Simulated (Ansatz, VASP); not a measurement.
## Two plane-wave programs on CdF2

File INCAR:

```
SYSTEM = CdF2
  PREC = Accurate
  ENCUT = 520
  EDIFF = 1E-7
  ISMEAR = 0
  SIGMA = 0.05
  LREAL = .False.
  LASPH = .True.
  NELM = 60
  ALGO = Normal
  ISIF = 2
  LWAVE = .False.
  LCHARG = .False.
  GGA = PS
  NBANDS = 20
```

Contents of KPOINTS:

```
regular mesh
0
Gamma
  8 8 8
  0 0 0
```

POSCAR

```
CdF2
1.0
    0.0000000000      2.6204056492      2.7275802403
    2.6204056492      0.0000000000      2.7275802403
    2.6204056492      2.6204056492      0.0000000000
Cd F
1 2
Direct
    0.0000000000      0.0000000000      0.0000000000
    0.2500000000      0.2500000000      0.2500000000
    0.7500000000      0.7500000000      0.7500000000
```

Input for Ansatz:

```yaml
crystal:
  lattice:
    - [0.0, 2.6204056492, 2.7275802403]
    - [2.6204056492, 0.0, 2.7275802403]
    - [2.6204056492, 2.6204056492, 0.0]
  atoms:
    - { symbol: Cd, position: [0.0, 0.0, 0.0] }
    - { symbol: F, position: [0.25, 0.25, 0.25] }
    - { symbol: F, position: [0.75, 0.75, 0.75] }
basis:
  ecutwfc: 520.0
kpoints:
  mp_grid: { grid: [8, 8, 8] }
hamiltonian:
  xc: pbesol
scf:
  occupations: { method: gaussian, width: 0.05 }
output:
  forces: true
  stress: true
  eigenvalues: true
```

Alike in both runs: task single point; functional PBEsol; k mesh 8 × 8 × 8; occupations gaussian, width 0.05 eV; no spin polarisation.

|  | VASP | Ansatz |
| --- | --- | --- |
| version | VASP 6.6.1 | Ansatz 0.2.0 |
| potentials or method | VASP PAW PBE potentials, release 64 (Cd, F), cutoff 520 eV | scalar-relativistic, plane waves, PAW |
| valence electrons in the cell | 26 | 34 |

```tsv
	VASP	Ansatz	Ansatz less VASP
gap on the k mesh at the Fermi level (eV)	3.00	3.03	+0.035
least direct gap on the mesh (eV)	3.39	3.42	+0.035
pressure (GPa)	5.9	4.8	-1.02
traceless stress, the component that is largest in VASP (GPa)	-2.97	-3.03	-0.059
```

VASP's potentials were made for PBE, not for PBEsol. With one functional, cell and mesh, what is left measures potentials, basis and numerics. VASP's potentials hold 26 valence electrons a cell and Ansatz's 34, so a difference there can come from the potentials and not from the codes.
